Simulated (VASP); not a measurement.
# CaIn2O3 (P-3m1) in VASP: single point with PBE

Aim: the single point of CaIn2O3 with PBE.

All numbers are computed with VASP 6.6.1; they aren't measurements. Logs are shortened: lines on timing, memory, paths and dates and some standing lists are left out, and cuts for length are marked.

## (1) The cell of the first run

Symmetry: P-3m1, No. 164, trigonal system. Conventional cell: a = 3.485 Å, b = 3.485 Å, c = 8.535 Å, α = 90.00°, β = 90.00°, γ = 120.00°. Ca (site symmetry -3m) has 6 O at 2.41 Å within 3.2 Å. In (site symmetry 3m) has 6 O at 2.47 to 2.52 Å within 3.3 Å. Within 3.3 Å of O (site symmetry -3m) lie 6 In at 2.47 Å. Within 3.2 Å of O (site symmetry 3m) lie 3 Ca at 2.41 Å and 3 In at 2.52 Å.

## (2) Single point, PBE

INCAR reads:

```
SYSTEM = CaIn2O3
PREC     = Accurate       ! precision mode
ENCUT    = 520            ! plane-wave cutoff, eV
EDIFF    = 1E-6           ! SCF threshold, eV
ISMEAR   = 0              ! smearing method
SIGMA    = 0.1            ! smearing width, eV
LREAL    = .False.        ! projectors in reciprocal space
LASPH    = .True.         ! aspherical terms in the spheres
NELM     = 60             ! most SCF steps
ALGO     = Normal         ! electronic algorithm
ISIF     = 2              ! what is computed and relaxed
LWAVE    = .False.        ! write WAVECAR
LCHARG   = .False.        ! write CHGCAR
GGA      = PE             ! functional
NBANDS   = 36             ! bands
```

KPOINTS reads:

```
Automatic mesh
0
Gamma
  12 12 6
  0 0 0
```

POSCAR reads:

```
CaIn2O3
1.0
    3.4848476439      0.0000000000      0.0000000000
   -1.7424238219      3.0179665879      0.0000000000
    0.0000000000      0.0000000000      8.5354978351
Ca In O
1 2 3
Direct
    0.0000000000      0.0000000000      0.5000000000
    0.6666666667      0.3333333333      0.1675773681
    0.3333333333      0.6666666667      0.8324226319
    0.0000000000      0.0000000000      0.0000000000
    0.3333333333      0.6666666667      0.3446471990
    0.6666666667      0.3333333333      0.6553528010
```

Potentials or basis: VASP PAW PBE potentials, release 64 (Ca_sv, In_d, O).

Launch:

```bash
$ cat potpaw_PBE.64/Ca_sv/POTCAR potpaw_PBE.64/In_d/POTCAR potpaw_PBE.64/O/POTCAR > POTCAR
$ mpirun -np 1 vasp_std > vasp.out
```

OUTCAR:

```text
SYSTEM = CaIn2O3
   PREC = Accurate
   ENCUT = 520
   EDIFF = 1E-6
   ISMEAR = 0
   LREAL = .False.
   LASPH = .True.
   NELM = 60
   ISIF = 2
   GGA = PE

 ion  position               nearest neighbor table
   1  0.000  0.000  0.500-   5 2.41   6 2.41   5 2.41   6 2.41   6 2.41   5 2.41   2 3.48   3 3.48
                             3 3.48   2 3.48   3 3.48   2 3.48
   2  0.667  0.333  0.168-   4 2.47   4 2.47   4 2.47   5 2.52   5 2.52   5 2.52   1 3.48   1 3.48
                             1 3.48   3 3.50   3 3.50   3 3.50
   3  0.333  0.667  0.832-   4 2.47   4 2.47   4 2.47   6 2.52   6 2.52   6 2.52   1 3.48   1 3.48
                             1 3.48   2 3.50   2 3.50   2 3.50
   4  0.000  0.000  0.000-   2 2.47   3 2.47   3 2.47   2 2.47   2 2.47   3 2.47
   5  0.333  0.667  0.345-   1 2.41   1 2.41   1 2.41   2 2.52   2 2.52   2 2.52
   6  0.667  0.333  0.655-   1 2.41   1 2.41   1 2.41   3 2.52   3 2.52   3 2.52

  LATTYP: Found a hexagonal cell.
 ALAT       =     3.4848476439
 C/A-ratio  =     2.4493173611

  Lattice vectors:

 A1 = (   3.4848476439,   0.0000000000,   0.0000000000)
 A2 = (  -1.7424238219,   3.0179665879,   0.0000000000)
 A3 = (   0.0000000000,   0.0000000000,   8.5354978351)

Analysis of symmetry for initial positions (statically):
=====================================================================
 Subroutine PRICEL returns:
 Original cell was already a primitive cell.

 Routine SETGRP: Setting up the symmetry group for a
 hexagonal supercell.

 Subroutine GETGRP returns: Found 12 space group operations
 (whereof 12 operations were pure point group operations)
 out of a pool of 24 trial point group operations.

The static configuration has the point symmetry D_3d.

Analysis of symmetry for dynamics (positions and initial velocities):
=====================================================================
 Subroutine PRICEL returns:
 Original cell was already a primitive cell.

 Routine SETGRP: Setting up the symmetry group for a
 hexagonal supercell.

 Subroutine GETGRP returns: Found 12 space group operations
 (whereof 12 operations were pure point group operations)
 out of a pool of 24 trial point group operations.

The dynamic configuration has the point symmetry D_3d.

 Subroutine INISYM returns: Found 12 space group operations
 (whereof 12 operations are pure point group operations),
 and found     1 'primitive' translations

----------------------------------------------------------------------------------------

                                     Primitive cell

  volume of cell :      89.7691

  direct lattice vectors                    reciprocal lattice vectors
     3.484847644  0.000000000  0.000000000     0.286956591  0.165674465  0.000000000
    -1.742423822  3.017966588  0.000000000     0.000000000  0.331348930  0.000000000
     0.000000000  0.000000000  8.535497835     0.000000000  0.000000000  0.117157783

  length of vectors
     3.484847644  3.484847644  8.535497835     0.331348930  0.331348930  0.117157783

  position of ions in fractional coordinates (direct lattice)
     0.000000000  0.000000000  0.500000000
     0.666666667  0.333333333  0.167577368
     0.333333333  0.666666667  0.832422632
     0.000000000  0.000000000  0.000000000
     0.333333333  0.666666667  0.344647199
     0.666666667  0.333333333  0.655352801

  ion indices of the primitive-cell ions
   primitive index   ion index
                 1           1
                 2           2
                 3           3
                 4           4
                 5           5
                 6           6

----------------------------------------------------------------------------------------

 KPOINTS: Automatic mesh

Automatic generation of k-mesh.
 Grid dimensions read from file:
 generate k-points for:   12   12    6

 Generating k-lattice:

  Cartesian coordinates                     Fractional coordinates (reciprocal lattice)
     0.023913049  0.013806205  0.000000000     0.083333333 -0.000000000  0.000000000
     0.000000000  0.027612411  0.000000000     0.000000000  0.083333333  0.000000000
     0.000000000  0.000000000  0.019526297     0.000000000  0.000000000  0.166666667

  Length of vectors
     0.027612411  0.027612411  0.019526297

  Shift w.r.t. Gamma in fractional coordinates (k-lattice)
     0.000000000  0.000000000  0.000000000

 Subroutine IBZKPT returns following result:
 ===========================================

 Found    100 irreducible k-points:

 Following reciprocal coordinates:
            Coordinates               Weight
  0.000000  0.000000  0.000000      1.000000
  0.083333  0.000000  0.000000      6.000000
  0.166667  0.000000  0.000000      6.000000
  0.250000  0.000000  0.000000      6.000000
  0.333333  0.000000  0.000000      6.000000
  0.416667  0.000000  0.000000      6.000000
[... 16 lines left out ...]
  0.166667  0.000000  0.166667      6.000000
  0.000000  0.166667  0.166667      6.000000
 [... further k-points ...]
   k-points           NKPTS =    100   k-points in BZ     NKDIM =    100   number of bands    NBANDS=     36
   number of dos      NEDOS =    301   number of ions     NIONS =      6
   total plane-waves  NPLWV =  50176
   dimension x,y,z NGX =    28 NGY =   28 NGZ =   64
   dimension x,y,z NGXF=    56 NGYF=   56 NGZF=  128
   ions per type =               1   2   3
   NGX,Y,Z   is equivalent  to a cutoff of  13.36, 13.36, 12.47 a.u.
   NGXF,Y,Z  is equivalent  to a cutoff of  26.72, 26.72, 24.93 a.u.
 SYSTEM =  CaIn2O3
   PREC   = accura    normal or accurate (medium, high low for compatibility)
   ISTART =      0    job   : 0-new  1-cont  2-samecut
   ICHARG =      2    charge: 1-file 2-atom 10-const
   ISPIN  =      1    spin polarized calculation?
   LNONCOLLINEAR =      F non collinear calculations
   LSORBIT =      F    spin-orbit coupling
   LASPH  =      T    aspherical Exc in radial PAW
   ENCUT  =  520.0 eV  38.22 Ry    6.18 a.u.   6.48  6.48 15.87*2*pi/ulx,y,z
   NELM   =     60;   NELMIN=  2; NELMDL= -5     # of ELM steps
   EDIFF  = 0.1E-05   stopping-criterion for ELM
   LREAL  =      F    real-space projection
   EDIFFG = 0.1E-04   stopping-criterion for IOM
   NSW    =      0    number of steps for IOM
   IBRION =     -1    ionic relax: 0-MD 1-quasi-New 2-CG
   NFREE  =      0    steps in history (QN), initial steepest desc. (CG)
   ISIF   =      2    stress and relaxation
   ISYM   =      2    0-nonsym 1-usesym 2-fastsym
   POTIM  = 0.5000    time-step for ionic-motion
   TEBEG  =    0.0;   TEEND  =   0.0 temperature during run
   PSTRESS=    0.0 pullay stress
   NELECT =      54.0000    total number of electrons
   NUPDOWN=      -1.0000    fix difference up-down
   EMIN   =  10.00;   EMAX   =-10.00  energy-range for DOS
   EFERMI =   0.00;   METHOD = LEGACY
   ISMEAR =     0;   SIGMA  =   0.10  broadening in eV -4-tet -1-fermi 0-gaus
   EFERMI_NEDOS =   21; number of points for ismear=-14 and -15
   IALGO  =     38    algorithm
   IMIX   =      4    mixing-type and parameters
     AMIX     =   0.40;   BMIX     =  1.00
     AMIX_MAG =   1.60;   BMIX_MAG =  1.00
  volume/ion in A,a.u.               =      14.96       100.97
  Fermi-wavevector in a.u.,A,eV,Ry     =   1.381965  2.611535 25.984779  1.909827
  Thomas-Fermi vector in A             =   2.506700
   LORBIT       =      0    0 simple, 1 ext, 2 COOP (PROOUT), +10 PAW based schemes
   GGA     = PE    functional components
   LHFCALC =     F    Hartree Fock is set to
   AEXX    =    0.0000 exact exchange contribution
   IVDW    =     0    specifies the selected vdW correction
   LEPSILON=     F    determine dielectric tensor
   LRPA    =     F    only Hartree local field effects (RPA)
 non-spin polarized calculation
 Gauss-broadening in eV      SIGMA  =   0.10
  energy-cutoff  :      520.00
  volume of cell :       89.77
 maximum number of plane-waves:      2448
 NGX is ok and might be reduce to    28
   NGX = 13   NGY = 13   NGZ = 31

 number of electron      53.9999980 magnetization

 Free energy of the ion-electron system (eV)
  ---------------------------------------------------
  ext. energy  EPLUGINS =         0.00000000
  ---------------------------------------------------
  free energy    TOTEN  =       -31.05075440 eV

  energy without entropy =      -31.03993423  energy(sigma->0) =      -31.04534431

 E-fermi :   7.1365     XC(G=0): -10.7709

 val. band max:        7.1278962370   @ k =   0.1667   0.0000   0.3333
 cond. band min:       7.1421916246   @ k =  -0.0833   0.3333   0.1667
 fundamental gap:      0.0142953876
 Fermi energy:         7.1365244452

 k-point     1 :       0.0000    0.0000    0.0000
  band No.  band energies     occupation
      1     -33.3356      2.00000
      2     -14.7605      2.00000
      3     -14.2066      2.00000
      4     -14.2066      2.00000
      5     -12.0929      2.00000
      6     -11.3930      2.00000
[... 28 lines left out ...]
     35      12.9016      0.00000
     36      14.8502      0.00000

 k-point     2 :       0.0833    0.0000    0.0000
  band No.  band energies     occupation
      1     -33.3323      2.00000
      2     -14.7407      2.00000
      3     -14.2610      2.00000
      4     -14.2130      2.00000
      5     -12.0689      2.00000
      6     -11.3539      2.00000
[... 28 lines left out ...]
     35      12.9449      0.00000
     36      14.3758      0.00000

 k-point     3 :       0.1667    0.0000    0.0000
  band No.  band energies     occupation
      1     -33.3230      2.00000
      2     -14.6872      2.00000
      3     -14.3984      2.00000
      4     -14.2305      2.00000
      5     -12.0119      2.00000
      6     -11.2522      2.00000
[... 28 lines left out ...]
     35      13.0702      0.00000
     36      13.8091      0.00000
[... 742 lines left out ...]
 k-point    23 :       0.1667    0.0000    0.1667
  band No.  band energies     occupation
      1     -33.3230      2.00000
      2     -14.6873      2.00000
      3     -14.3984      2.00000
      4     -14.2305      2.00000
      5     -12.0101      2.00000
      6     -11.2550      2.00000
[... 28 lines left out ...]
     35      13.0271      0.00000
     36      13.8004      0.00000

 k-point    24 :       0.0000    0.1667    0.1667
  band No.  band energies     occupation
      1     -33.3230      2.00000
      2     -14.6874      2.00000
      3     -14.3983      2.00000
      4     -14.2305      2.00000
      5     -12.0081      2.00000
      6     -11.2627      2.00000
[... 28 lines left out ...]
     35      13.1339      0.00000
     36      13.6348      0.00000

 [... further k-points ...]
[... 5 lines left out ...]
  --------------------------------------------------------------------------------------
  -------------------------------------------------------------------------------------
  Total        0.1179134      0.1179134      0.1062815      0.0000000      0.0000000     -0.0000000
  in kB        2.1044883      2.1044883      1.8968860      0.0000000      0.0000000     -0.0000000
  external PRESSURE =       2.0352875 kB  Pullay stress =       0.0000000 kB

 VOLUME and BASIS-vectors are now :
 -----------------------------------------------------------------------------
  energy-cutoff  :      520.00
  volume of cell :       89.77
      direct lattice vectors                 reciprocal lattice vectors
     3.484847644  0.000000000  0.000000000     0.286956591  0.165674465  0.000000000
    -1.742423822  3.017966588  0.000000000     0.000000000  0.331348930  0.000000000
     0.000000000  0.000000000  8.535497835     0.000000000  0.000000000  0.117157783

 POSITION                                       TOTAL-FORCE (eV/Angst)
 -----------------------------------------------------------------------------------
      0.00000      0.00000      4.26775        -0.000000      0.000000      0.000000
      1.74242      1.00599      1.43036        -0.000000      0.000000     -0.001243
     -0.00000      2.01198      7.10514        -0.000000      0.000000      0.001243
      0.00000      0.00000      0.00000        -0.000000      0.000000      0.000000
     -0.00000      2.01198      2.94174         0.000000     -0.000000     -0.021078
      1.74242      1.00599      5.59376        -0.000000      0.000000      0.021078
 -----------------------------------------------------------------------------------
    total drift:                                0.000000      0.000000      0.000000

  FREE ENERGIE OF THE ION-ELECTRON SYSTEM (eV)
  ---------------------------------------------------
  free  energy   TOTEN  =       -31.0507543958 eV

  energy  without entropy=      -31.0399342340  energy(sigma->0) =      -31.04534431
```

Wall time 4.4 min (1 thread of Intel Xeon Platinum 8375C at 2.90GHz (Ice Lake), shared host); peak memory 0.42 GiB.

What came out:

- Free energy: -31.0508 eV
- Pressure: 0.2 GPa
- Largest force: 0.021 eV/Å
- Band gap on the k mesh: zero (band 27 reaches 7.76 eV, above the bottom of band 28 at 6.32 eV)

Forces on the atoms (eV/Å):
```
Ca   0.000  0.000  0.000
In   0.000  0.000 -0.001
In   0.000  0.000  0.001
O    0.000  0.000  0.000
O    0.000  0.000 -0.021
O    0.000  0.000  0.021
```

Levels at points of the mesh, in eV from the Fermi level:
```tsv
k point	band 24	band 25	band 26	band 27	band 28	band 29	band 30	band 31
(0.00, 0.00, 0.00)	-3.57	-3.12	-3.10	-3.10	0.25	0.71	4.01	4.24
(0.50, 0.00, 0.00)	-3.97	-3.55	-3.34	-0.89	1.14	1.21	2.72	3.28
(0.00, 0.00, 0.50)	-3.60	-3.14	-3.14	-1.98	-0.82	1.50	3.80	4.27
(0.50, 0.00, 0.50)	-3.61	-3.60	-3.55	-0.61	1.05	1.12	2.38	3.42
```

Caveat: spin-orbit coupling is left out, which moves the levels of the heavy elements.
